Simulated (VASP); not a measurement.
# HPt6 in VASP: a series of runs, part 2 of 2

VASP 6.6.1. The steps go on from the part before.

### Step 3. Single point, PBE

INCAR reads:

```
ALGO = Normal ; DIPOL = 0.5 0.5 0.301
EDIFF = 1E-7 ; ENCUT = 520
GGA = PE ; IDIPOL = 3
ISIF = 2 ; ISMEAR = 0
LASPH = T ; LCHARG = F
LDIPOL = T ; LREAL = F
LWAVE = F ; NBANDS = 74
NELM = 60 ; PREC = Accurate
SIGMA = 0.1
```

KPOINTS reads:

```
k-points
0
Gamma
  5 5 1
```

POSCAR reads:

```
HPt6
1.0
    5.6143281343      0.0000000000      0.0000000000
    0.0000000000      5.6143281343      0.0000000000
    0.0000000000      0.0000000000     21.8513792319
Pt H
12 2
Direct
    0.2500000000      0.2500000000      0.1830548066
    0.2500000000      0.7500000000      0.1830548066
    0.7500000000      0.2500000000      0.1830548066
    0.7500000000      0.7500000000      0.1830548066
    0.0000000000      0.0000000000      0.2712126041
    0.0000000000      0.5000000000      0.2712126041
    0.5000000000      0.0000000000      0.2712126041
    0.5000000000      0.5000000000      0.2712126041
    0.2500000000      0.2500000000      0.3593081768
    0.2500000000      0.7500000000      0.3593081768
    0.7500000000      0.2500000000      0.3593081768
    0.7500000000      0.7500000000      0.3593081768
   -0.0578876033      0.0000000000      0.4782938011
    0.0578876033      0.0000000000      0.4782938011
```

Potentials or basis: VASP PAW PBE potentials, release 64 (Pt, H).

Command:

```
$ cat potpaw_PBE.64/Pt/POTCAR potpaw_PBE.64/H/POTCAR > POTCAR
$ mpirun -np 1 vasp_std > vasp.out
```

OUTCAR:

```text
EDIFF = 1E-7
   ENCUT = 520
   GGA = PE
   ISIF = 2
   ISMEAR = 0
   LASPH = T
   LREAL = F
   NELM = 60
   PREC = Accurate

 ion  position               nearest neighbor table
   1  0.250  0.250  0.183-   5 2.77   6 2.77   7 2.77   8 2.77   2 2.81   3 2.81   2 2.81   3 2.81

   2  0.250  0.750  0.183-   5 2.77   6 2.77   7 2.77   8 2.77   1 2.81   4 2.81   1 2.81   4 2.81

   3  0.750  0.250  0.183-   5 2.77   6 2.77   7 2.77   8 2.77   1 2.81   4 2.81   4 2.81   1 2.81
[... 15 lines left out ...]
  11  0.750  0.250  0.359-   5 2.77   6 2.77   7 2.77   8 2.77   9 2.81  12 2.81  12 2.81   9 2.81

  12  0.750  0.750  0.359-   5 2.77   6 2.77   7 2.77   8 2.77  10 2.81  11 2.81  11 2.81  10 2.81

  13  0.942  0.000  0.478-  14 0.65
  14  0.058  0.000  0.478-  13 0.65

  LATTYP: Found a simple tetragonal cell.
 ALAT       =     5.6143281343
 C/A-ratio  =     3.8920737636

  Lattice vectors:

 A1 = (   5.6143281343,   0.0000000000,   0.0000000000)
 A2 = (   0.0000000000,   5.6143281343,   0.0000000000)
 A3 = (   0.0000000000,   0.0000000000,  21.8513792319)

Analysis of symmetry for initial positions (statically):
=====================================================================
 Subroutine PRICEL returns:
 Original cell was already a primitive cell.

 Routine SETGRP: Setting up the symmetry group for a
 simple tetragonal supercell.

 Subroutine GETGRP returns: Found  4 space group operations
 (whereof  4 operations were pure point group operations)
 out of a pool of 16 trial point group operations.

The static configuration has the point symmetry C_2v.

Analysis of symmetry for dynamics (positions and initial velocities):
=====================================================================
[... 156 lines left out ...]

 dipolmoment           0.000000      0.000000      0.002761 electrons x Angstroem

 number of electron     122.0000010 magnetization

 dipolmoment           0.000000      0.000000     -0.028897 electrons x Angstroem

 Free energy of the ion-electron system (eV)
  ---------------------------------------------------
  ext. energy  EPLUGINS =         0.00000000
  ---------------------------------------------------
  free energy    TOTEN  =       -72.44825600 eV

  energy without entropy =      -72.32878162  energy(sigma->0) =      -72.38851881

 E-fermi :  -1.1663     XC(G=0):  -4.6034

 val. band max:       -1.1790420305   @ k =   0.4000   0.4000   0.0000
 cond. band min:      -1.1654660697   @ k =   0.2000   0.0000   0.0000
 fundamental gap:      0.0135759607
 Fermi energy:        -1.1662678858

 k-point     1 :       0.0000    0.0000    0.0000
  band No.  band energies     occupation
      1     -10.0194      2.00000
      2      -7.6297      2.00000
      3      -7.6222      2.00000
      4      -7.5590      2.00000
      5      -7.3887      2.00000
      6      -7.3883      2.00000
[... 673 lines left out ...]
     72       2.3927      0.00000
     73       3.1590      0.00000
 [bands above 73 left out]

------------------------ aborting loop because EDIFF is reached ----------------------------------------

 vacuum level on the upper side and lower side of the slab       (xc-potential included)        -0.149         0.003

  FORCE on cell =-STRESS in cart. coord.  units (eV):
  Direction    XX          YY          ZZ          XY          YZ          ZX
  --------------------------------------------------------------------------------------
  -------------------------------------------------------------------------------------
  Total       -9.8443901    -13.0622492      0.3716118      0.0000000      0.0000000      0.0000000
  in kB      -22.8994451    -30.3846410      0.8644217      0.0000000      0.0000000      0.0000000
  external PRESSURE =     -17.4732215 kB  Pullay stress =       0.0000000 kB

 VOLUME and BASIS-vectors are now :
 -----------------------------------------------------------------------------
  energy-cutoff  :      520.00
  volume of cell :      688.77
      direct lattice vectors                 reciprocal lattice vectors
     5.614328134  0.000000000  0.000000000     0.178115703  0.000000000  0.000000000
     0.000000000  5.614328134  0.000000000     0.000000000  0.178115703  0.000000000
     0.000000000  0.000000000 21.851379232     0.000000000  0.000000000  0.045763702

 POSITION                                       TOTAL-FORCE (eV/Angst)
 -----------------------------------------------------------------------------------
      1.40358      1.40358      4.00000        -0.004158     -0.002171      0.011293
      1.40358      4.21075      4.00000        -0.004158      0.002171      0.011293
      4.21075      1.40358      4.00000         0.004158     -0.002171      0.011293
      4.21075      4.21075      4.00000         0.004158      0.002171      0.011293
      0.00000      0.00000      5.92637         0.000000      0.000000     -0.018967
      0.00000      2.80716      5.92637         0.000000      0.000000      0.003219
      2.80716      0.00000      5.92637         0.000000      0.000000     -0.000868
      2.80716      2.80716      5.92637         0.000000      0.000000     -0.067374
      1.40358      1.40358      7.85138         0.020527      0.019084     -0.045121
      1.40358      4.21075      7.85138         0.020527     -0.019084     -0.045121
      4.21075      1.40358      7.85138        -0.020527      0.019084     -0.045121
      4.21075      4.21075      7.85138        -0.020527     -0.019084     -0.045121
      5.28933      0.00000     10.45138        -4.955749     -0.000000      0.109652
      0.32500      0.00000     10.45138         4.955749      0.000000      0.109652
 -----------------------------------------------------------------------------------
    total drift:                                0.000000      0.000000     -0.000001

  FREE ENERGIE OF THE ION-ELECTRON SYSTEM (eV)
  ---------------------------------------------------
  free  energy   TOTEN  =       -72.4482560048 eV

  energy  without entropy=      -72.3287816176  energy(sigma->0) =      -72.38851881

 vacuum level on the upper side and lower side of the slab         4.312         4.463
```

OSZICAR:

```text
N       E                     dE             d eps       ncg     rms          rms(c)
DAV:   1     0.837971387161E+03    0.83797E+03   -0.50187E+04  1332   0.135E+03
DAV:   2    -0.175055299738E+01   -0.83972E+03   -0.77649E+03  1656   0.262E+02
DAV:   3    -0.747120760618E+02   -0.72962E+02   -0.66994E+02  1632   0.725E+01
[... 26 lines left out ...]
DAV:  30    -0.724482545822E+02   -0.16793E-05   -0.61735E-08   958   0.474E-04    0.204E-04
DAV:  31    -0.724482552908E+02   -0.70855E-06   -0.15489E-08   864   0.250E-04    0.116E-04
DAV:  32    -0.724482557012E+02   -0.41043E-06   -0.10871E-08   814   0.179E-04    0.952E-05
DAV:  33    -0.724482559477E+02   -0.24651E-06   -0.65638E-09   840   0.180E-04    0.718E-05
DAV:  34    -0.724482560048E+02   -0.57124E-07   -0.22207E-09   810   0.104E-04
   1 F= -.72448256E+02 E0= -.72388519E+02  d E =-.119474E+00
```

It took 36 min on 1 thread of Oxide Virtual Turin-like, shared host; peak memory 0.76 GiB.

Results:

| Item | Value |
| --- | --- |
| Free energy | -72.4483 eV |
| Largest force | 4.957 eV/Å |
| Band gap on the k mesh | zero (bands 61 and 62 overlap by 0.16 eV) |

Forces in eV/Å, atoms in the order of the input:
```
Pt  -0.004 -0.002  0.011
Pt  -0.004  0.002  0.011
Pt   0.004 -0.002  0.011
Pt   0.004  0.002  0.011
Pt   0.000  0.000 -0.019
Pt   0.000  0.000  0.003
Pt   0.000  0.000 -0.001
Pt   0.000  0.000 -0.067
Pt   0.021  0.019 -0.045
Pt   0.021 -0.019 -0.045
Pt  -0.021  0.019 -0.045
Pt  -0.021 -0.019 -0.045
H   -4.956  0.000  0.110
H    4.956  0.000  0.110
```

Caveat: spin-orbit coupling is left out, which moves the levels of the heavy elements.
